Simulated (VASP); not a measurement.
A run of VASP 6.6.1 is set up as follows.

INCAR

```
SYSTEM = AlGa3N4
ALGO = Normal
EDIFF = 1E-6
ENCUT = 520
ISIF = 2
ISMEAR = 0
LASPH = .TRUE.
LCHARG = .FALSE.
LREAL = .FALSE.
LWAVE = .FALSE.
NBANDS = 41
NELM = 100
PREC = Accurate
SIGMA = 0.1
```

KPOINTS

```
k-points
0
G
  6 6 4
  0 0 0
```

The input POSCAR:

```
AlGa3N4
1.0
    0.0000000000     -2.2350000000     -2.2350000000
    2.2350000000      4.4700000000     -2.2350000000
    4.4700000000     -2.2350000000      2.2350000000
Al Ga N
1 3 4
Direct
    0.7500000000      0.5000000000      0.2500000000
    0.5000000000      0.0000000000      0.5000000000
    0.2500000000      0.5000000000      0.7500000000
    0.0000000000      0.0000000000      0.0000000000
    0.8125000000      0.6250000000      0.9375000000
    0.5625000000      0.1250000000      0.1875000000
    0.3125000000      0.6250000000      0.4375000000
    0.0625000000      0.1250000000      0.6875000000
```

Potentials or basis: VASP PAW LDA potentials, release 64 (Al, Ga_d, N).

Run with:

```sh
$ cat potpaw_LDA.64/Al/POTCAR potpaw_LDA.64/Ga_d/POTCAR potpaw_LDA.64/N/POTCAR > POTCAR
$ mpirun -np 1 vasp_std > vasp.out
```

What does it give for the pressure?

-4.4 GPa.

Estimate the largest force.

1.021 eV/Å.

Estimate the band gap on the k mesh.

2.28 eV, direct.

Stress tensor (GPa, compression positive):
```
-4.52  0.00  0.00
 0.00 -4.41  0.05
 0.00  0.05 -4.41
```

Caveat: forces of over 1 eV/Å act on the atoms, so gaps and moduli don't describe the material at rest.
